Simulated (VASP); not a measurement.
Here is a VASP 6.6.1 calculation.

File INCAR:

```
PREC = Accurate
ENCUT = 520
EDIFF = 1E-7
ISMEAR = 0
SIGMA = 0.1
LREAL = False
LASPH = True
NELM = 60
ALGO = Normal
ISIF = 2
LWAVE = False
LCHARG = False
GGA = PE
NBANDS = 38
```

The input KPOINTS:

```
regular mesh
0
Gamma
  6 6 14
```

The input POSCAR:

```
AgRu2S3
1.0
    6.6745732124      0.0000000000      0.0000000000
   -3.3372866062      5.7803499613      0.0000000000
    0.0000000000      0.0000000000      2.8875114669
Ag Ru S
1 2 3
Direct
    0.0000000000      0.0000000000      0.0000000000
    0.3333333333      0.6666666667      0.0000000000
    0.6666666667      0.3333333333      0.0000000000
    0.5000000000      0.0000000000      0.5000000000
    0.5000000000      0.5000000000      0.5000000000
    0.0000000000      0.5000000000      0.5000000000
```

Potentials or basis: VASP PAW PBE potentials, release 64 (Ag, Ru_pv, S).

The run is started by

```sh
$ cat potpaw_PBE.64/Ag/POTCAR potpaw_PBE.64/Ru_pv/POTCAR potpaw_PBE.64/S/POTCAR > POTCAR
$ mpirun -np 1 vasp_std > vasp.out
```

Q: Predict the band gap on the k mesh.

A: Zero (an odd number of electrons rules out a gap without spin polarisation).

Q: Predict the pressure.

A: -0.1 GPa.

Caveat: an odd number of electrons without spin polarisation forces a metal; a magnetic or distorted state may lie lower.
